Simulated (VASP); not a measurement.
# SiC (P3m1) in VASP: single point with LDA

Aim: the single point of SiC with LDA.

All numbers are computed with VASP 6.6.1; they aren't measurements. Logs are shortened: lines on timing, memory, paths and dates and some standing lists are left out, and cuts for length are marked.

### Step 1. The cell of the first run

It takes space group P3m1 (No. 156, trigonal). The conventional cell has a = 3.076 Å, b = 3.076 Å, c = 9.946 Å, α = 90.00°, β = 90.00°, γ = 120.00°. Si (site symmetry 3m) has 4 C at 1.87 to 1.94 Å within 2.5 Å. Within 2.5 Å of Si (site symmetry 3m) lie 4 C at 1.87 to 1.94 Å. Si (site symmetry 3m) has 4 C at 1.79 to 1.87 Å within 2.4 Å. Within 2.5 Å of Si (site symmetry 3m) lie 4 C at 1.87 to 1.94 Å. C (site symmetry 3m) has 4 Si at 1.87 to 1.94 Å within 2.5 Å. Within 2.5 Å of C (site symmetry 3m) lie 4 Si at 1.87 to 1.94 Å. C (site symmetry 3m) has 4 Si at 1.79 to 1.87 Å within 2.4 Å. Within 2.5 Å of C (site symmetry 3m) lie 4 Si at 1.87 to 1.94 Å.

### Step 2. Single point, LDA (the distance across one plane changed)

INCAR reads:

```
PREC     = Accurate       # precision mode
ENCUT    = 520            # plane-wave cutoff, eV
EDIFF    = 1E-6           # SCF threshold, eV
ISMEAR   = 0              # smearing method
SIGMA    = 0.05           # smearing width, eV
LREAL    = False          # projectors in reciprocal space
LASPH    = True           # aspherical terms in the spheres
NELM     = 60             # most SCF steps
ALGO     = Normal         # electronic algorithm
ISIF     = 2              # what is computed and relaxed
LWAVE    = False          # write WAVECAR
LCHARG   = True           # write CHGCAR
GGA      = CA             # functional
LELF     = True           # ELF
LVHAR    = True         
NBANDS   = 26             # bands
```

KPOINTS reads:

```
regular mesh
0
Gamma
  10 10 3
```

POSCAR reads:

```
SiC
1.0
   -3.0759982064      0.0000000000      0.0000000000
   -1.5379991032     -2.6638925888      0.0000000000
    0.0000000000      0.0000000000      9.9460000000
Si C
4 4
Direct
    0.3333333333      0.3333333333      0.6636094913
    0.3333333333      0.3333333333      0.1560687714
    0.6666666667      0.6666666667      0.9173798512
    0.6666666667      0.6666666667      0.4098391313
    0.3333333333      0.3333333333      0.8590126684
    0.3333333333      0.3333333333      0.3514719485
    0.6666666667      0.6666666667      0.0977015886
    0.6666666667      0.6666666667      0.6052423085
```

Potentials or basis: VASP PAW LDA potentials, release 64 (Si, C).

Command:

```
$ cat potpaw_LDA.64/Si/POTCAR potpaw_LDA.64/C/POTCAR > POTCAR
$ mpirun -np 1 vasp_std > vasp.out
```

OUTCAR:

```text
PREC = Accurate
   ENCUT = 520
   EDIFF = 1E-6
   ISMEAR = 0
   LREAL = False
   LASPH = True
   NELM = 60
   ISIF = 2
   GGA = CA

 ion  position               nearest neighbor table
   1  0.333  0.333  0.664-   8 1.87   8 1.87   8 1.87   5 1.94   3 3.09   3 3.09   3 3.09   4 3.09
                             4 3.09   4 3.09
   2  0.333  0.333  0.156-   7 1.87   7 1.87   7 1.87   6 1.94   3 2.96   3 2.96   3 2.96   4 3.09
                             4 3.09   4 3.09
   3  0.667  0.667  0.917-   7 1.79   5 1.87   5 1.87   5 1.87   2 2.96   2 2.96   2 2.96   1 3.09
                             1 3.09   1 3.09
   4  0.667  0.667  0.410-   6 1.87   6 1.87   6 1.87   8 1.94   2 3.09   2 3.09   2 3.09   1 3.09
                             1 3.09   1 3.09
   5  0.333  0.333  0.859-   3 1.87   3 1.87   3 1.87   1 1.94
   6  0.333  0.333  0.351-   4 1.87   4 1.87   4 1.87   2 1.94
   7  0.667  0.667  0.098-   3 1.79   2 1.87   2 1.87   2 1.87
   8  0.667  0.667  0.605-   1 1.87   1 1.87   1 1.87   4 1.94

  LATTYP: Found a hexagonal cell.
 ALAT       =     3.0759982065
 C/A-ratio  =     3.2334219113

  Lattice vectors:

 A1 = (   1.5379991032,   2.6638925888,   0.0000000000)
 A2 = (  -3.0759982064,   0.0000000000,   0.0000000000)
 A3 = (   0.0000000000,   0.0000000000,   9.9460000000)

Analysis of symmetry for initial positions (statically):
=====================================================================
 Subroutine PRICEL returns:
 Original cell was already a primitive cell.

 Routine SETGRP: Setting up the symmetry group for a
 hexagonal supercell.

 Subroutine GETGRP returns: Found  6 space group operations
 (whereof  6 operations were pure point group operations)
 out of a pool of 24 trial point group operations.

The static configuration has the point symmetry C_3v.

Analysis of symmetry for dynamics (positions and initial velocities):
=====================================================================
 Subroutine PRICEL returns:
 Original cell was already a primitive cell.

 Routine SETGRP: Setting up the symmetry group for a
 hexagonal supercell.

 Subroutine GETGRP returns: Found  6 space group operations
 (whereof  6 operations were pure point group operations)
 out of a pool of 24 trial point group operations.

The dynamic configuration has the point symmetry C_3v.

 Subroutine INISYM returns: Found  6 space group operations
 (whereof  6 operations are pure point group operations),
 and found     1 'primitive' translations

----------------------------------------------------------------------------------------

                                     Primitive cell

  volume of cell :      81.4988

  direct lattice vectors                    reciprocal lattice vectors
    -3.075998206  0.000000000  0.000000000    -0.325097719  0.187695255  0.000000000
    -1.537999103 -2.663892589  0.000000000     0.000000000 -0.375390511  0.000000000
     0.000000000  0.000000000  9.946000000     0.000000000  0.000000000  0.100542932

  length of vectors
     3.075998206  3.075998206  9.946000000     0.375390511  0.375390511  0.100542932

  position of ions in fractional coordinates (direct lattice)
     0.333333333  0.333333333  0.663609491
     0.333333333  0.333333333  0.156068771
     0.666666667  0.666666667  0.917379851
     0.666666667  0.666666667  0.409839131
     0.333333333  0.333333333  0.859012668
     0.333333333  0.333333333  0.351471948
     0.666666667  0.666666667  0.097701589
     0.666666667  0.666666667  0.605242309

  ion indices of the primitive-cell ions
   primitive index   ion index
                 1           1
                 2           2
                 3           3
                 4           4
                 5           5
                 6           6
                 7           7
                 8           8

----------------------------------------------------------------------------------------

 KPOINTS: regular mesh

Automatic generation of k-mesh.
 Grid dimensions read from file:
 generate k-points for:   10   10    3

 Generating k-lattice:

  Cartesian coordinates                     Fractional coordinates (reciprocal lattice)
    -0.032509772  0.018769526  0.000000000     0.100000000  0.000000000  0.000000000
     0.000000000 -0.037539051  0.000000000     0.000000000  0.100000000  0.000000000
     0.000000000  0.000000000  0.033514311     0.000000000  0.000000000  0.333333333

  Length of vectors
     0.037539051  0.037539051  0.033514311

  Shift w.r.t. Gamma in fractional coordinates (k-lattice)
     0.000000000  0.000000000  0.000000000

 Subroutine IBZKPT returns following result:
 ===========================================

 Found     36 irreducible k-points:

 Following reciprocal coordinates:
            Coordinates               Weight
  0.000000  0.000000  0.000000      1.000000
  0.100000 -0.000000  0.000000      6.000000
  0.200000 -0.000000  0.000000      6.000000
  0.300000  0.000000  0.000000      6.000000
  0.400000 -0.000000  0.000000      6.000000
  0.500000 -0.000000  0.000000      3.000000
[... 16 lines left out ...]
  0.400000  0.400000  0.333333      6.000000
  0.500000 -0.000000  0.333333      6.000000
 [... further k-points ...]
   k-points           NKPTS =     36   k-points in BZ     NKDIM =     36   number of bands    NBANDS=     26
   number of dos      NEDOS =    301   number of ions     NIONS =      8
   total plane-waves  NPLWV =  46080
   dimension x,y,z NGX =    24 NGY =   24 NGZ =   80
   dimension x,y,z NGXF=    48 NGYF=   48 NGZF=  160
   ions per type =               4   4
   NGX,Y,Z   is equivalent  to a cutoff of  12.97, 12.97, 13.37 a.u.
   NGXF,Y,Z  is equivalent  to a cutoff of  25.94, 25.94, 26.74 a.u.
 SYSTEM =  unknown system
   PREC   = accura    normal or accurate (medium, high low for compatibility)
   ISTART =      0    job   : 0-new  1-cont  2-samecut
   ICHARG =      2    charge: 1-file 2-atom 10-const
   ISPIN  =      1    spin polarized calculation?
   LNONCOLLINEAR =      F non collinear calculations
   LSORBIT =      F    spin-orbit coupling
   LASPH  =      T    aspherical Exc in radial PAW
   ENCUT  =  520.0 eV  38.22 Ry    6.18 a.u.   5.72  5.72 18.49*2*pi/ulx,y,z
   NELM   =     60;   NELMIN=  2; NELMDL= -5     # of ELM steps
   EDIFF  = 0.1E-05   stopping-criterion for ELM
   LREAL  =      F    real-space projection
   EDIFFG = 0.1E-04   stopping-criterion for IOM
   NSW    =      0    number of steps for IOM
   IBRION =     -1    ionic relax: 0-MD 1-quasi-New 2-CG
   NFREE  =      0    steps in history (QN), initial steepest desc. (CG)
   ISIF   =      2    stress and relaxation
   ISYM   =      2    0-nonsym 1-usesym 2-fastsym
   POTIM  = 0.5000    time-step for ionic-motion
   TEBEG  =    0.0;   TEEND  =   0.0 temperature during run
   PSTRESS=    0.0 pullay stress
   NELECT =      32.0000    total number of electrons
   NUPDOWN=      -1.0000    fix difference up-down
   EMIN   =  10.00;   EMAX   =-10.00  energy-range for DOS
   EFERMI =   0.00;   METHOD = LEGACY
   ISMEAR =     0;   SIGMA  =   0.05  broadening in eV -4-tet -1-fermi 0-gaus
   EFERMI_NEDOS =   21; number of points for ismear=-14 and -15
   IALGO  =     38    algorithm
   IMIX   =      4    mixing-type and parameters
     AMIX     =   0.40;   BMIX     =  1.00
     AMIX_MAG =   1.60;   BMIX_MAG =  1.00
  volume/ion in A,a.u.               =      10.19        68.75
  Fermi-wavevector in a.u.,A,eV,Ry     =   1.198784  2.265374 19.552715  1.437084
  Thomas-Fermi vector in A             =   2.334664
   LORBIT       =      0    0 simple, 1 ext, 2 COOP (PROOUT), +10 PAW based schemes
   GGA     = CA    functional components
   LHFCALC =     F    Hartree Fock is set to
   AEXX    =    0.0000 exact exchange contribution
   IVDW    =     0    specifies the selected vdW correction
   LEPSILON=     F    determine dielectric tensor
   LRPA    =     F    only Hartree local field effects (RPA)
 non-spin polarized calculation
 Gauss-broadening in eV      SIGMA  =   0.05
  energy-cutoff  :      520.00
  volume of cell :       81.50
 maximum number of plane-waves:      2205
   NGX = 11   NGY = 11   NGZ = 37

 number of electron      31.9999999 magnetization

 Free energy of the ion-electron system (eV)
  ---------------------------------------------------
  ext. energy  EPLUGINS =         0.00000000
  ---------------------------------------------------
  free energy    TOTEN  =       -66.35543911 eV

  energy without entropy =      -66.35543911  energy(sigma->0) =      -66.35543911

 E-fermi :   8.7835     XC(G=0): -11.6113

 val. band max:        8.5310528323   @ k =   0.0000   0.0000   0.0000
 cond. band min:      10.8570444947   @ k =  -0.4000   0.3000   0.0000
 fundamental gap:      2.3259916624
 Fermi energy:         8.7834827968

 k-point     1 :       0.0000    0.0000    0.0000
  band No.  band energies     occupation
      1      -7.2908      2.00000
      2      -6.1051      2.00000
      3      -5.8234      2.00000
      4      -3.4497      2.00000
      5      -0.2788      2.00000
      6       4.0322      2.00000
[... 18 lines left out ...]
     25      15.6956      0.00000
     26      15.7012      0.00000

 k-point     2 :       0.1000   -0.0000    0.0000
  band No.  band energies     occupation
      1      -7.1171      2.00000
      2      -5.9358      2.00000
      3      -5.6539      2.00000
      4      -3.3012      2.00000
      5      -0.1178      2.00000
      6       4.0763      2.00000
[... 18 lines left out ...]
     25      15.9759      0.00000
[... 608 lines left out ...]
     25      16.8601      0.00000
     26      17.3254      0.00000

 k-point    24 :       0.5000   -0.0000    0.3333
  band No.  band energies     occupation
      1      -3.8830      2.00000
      2      -3.3414      2.00000
      3      -2.5481      2.00000
      4      -2.2595      2.00000
      5      -0.2739      2.00000
      6       0.1838      2.00000
[... 18 lines left out ...]
     25      16.6342      0.00000
     26      17.2707      0.00000

 [... further k-points ...]

------------------------ aborting loop because EDIFF is reached ----------------------------------------

  FORCE on cell =-STRESS in cart. coord.  units (eV):
  Direction    XX          YY          ZZ          XY          YZ          ZX
  --------------------------------------------------------------------------------------
  -------------------------------------------------------------------------------------
  Total       -0.9717749     -0.9717749      2.0243413      0.0000000     -0.0000000      0.0000000
  in kB      -19.1040311    -19.1040311     39.7963356      0.0000000     -0.0000000      0.0000000
  external PRESSURE =       0.5294245 kB  Pullay stress =       0.0000000 kB

 VOLUME and BASIS-vectors are now :
 -----------------------------------------------------------------------------
  energy-cutoff  :      520.00
  volume of cell :       81.50
      direct lattice vectors                 reciprocal lattice vectors
    -3.075998206  0.000000000  0.000000000    -0.325097719  0.187695255  0.000000000
    -1.537999103 -2.663892589  0.000000000     0.000000000 -0.375390511  0.000000000
     0.000000000  0.000000000  9.946000000     0.000000000  0.000000000  0.100542932

 POSITION                                       TOTAL-FORCE (eV/Angst)
 -----------------------------------------------------------------------------------
     -1.53800     -0.88796      6.60026         0.000000      0.000000      0.866192
     -1.53800     -0.88796      1.55226        -0.000000     -0.000000      1.295982
     -3.07600     -1.77593      9.12426        -0.000000      0.000000     -1.672373
     -3.07600     -1.77593      4.07626         0.000000     -0.000000      0.880325
     -1.53800     -0.88796      8.54374        -0.000000     -0.000000     -1.120145
     -1.53800     -0.88796      3.49574         0.000000      0.000000     -0.880869
     -3.07600     -1.77593      0.97174        -0.000000      0.000000      1.497071
     -3.07600     -1.77593      6.01974        -0.000000     -0.000000     -0.866183
 -----------------------------------------------------------------------------------
    total drift:                                0.000000      0.000000     -0.000402

  FREE ENERGIE OF THE ION-ELECTRON SYSTEM (eV)
  ---------------------------------------------------
  free  energy   TOTEN  =       -66.3554391137 eV

  energy  without entropy=      -66.3554391137  energy(sigma->0) =      -66.35543911
```

Wall time 1.7 min (1 thread of Intel Xeon 8259CL, shared host); peak memory 0.19 GiB.

What came out:

- Free energy: -66.3554 eV
- Pressure: 0.1 GPa
- Largest force: 1.672 eV/Å
- Band gap on the k mesh: 2.33 eV

Forces in eV/Å, atoms in the order of the input:
```
Si   0.000  0.000  0.866
Si   0.000  0.000  1.296
Si   0.000  0.000 -1.672
Si   0.000  0.000  0.880
C    0.000  0.000 -1.120
C    0.000  0.000 -0.881
C    0.000  0.000  1.497
C    0.000  0.000 -0.866
```

Stress tensor (GPa, compression positive):
```
-1.91  0.00  0.00
 0.00 -1.91  0.00
 0.00  0.00  3.98
```

Levels at points of the mesh, in eV from the valence-band top:
```csv
k point,band 13,band 14,band 15,band 16,band 17,band 18,band 19,band 20
"(0.00, 0.00, 0.00)",-0.88,-0.22,-0.22,0.00,4.43,5.49,5.73,6.30
"(0.50, 0.00, 0.00)",-2.59,-2.42,-2.18,-1.40,2.37,3.13,3.19,4.19
```

Caveat: the cell differs from its parent crystal (the distance across one plane changed); the stress differs along the axes, from -2 to 4 GPa; forces of over 1 eV/Å act on the atoms, so gaps and moduli don't describe the material at rest. A k mesh can miss the band edges.
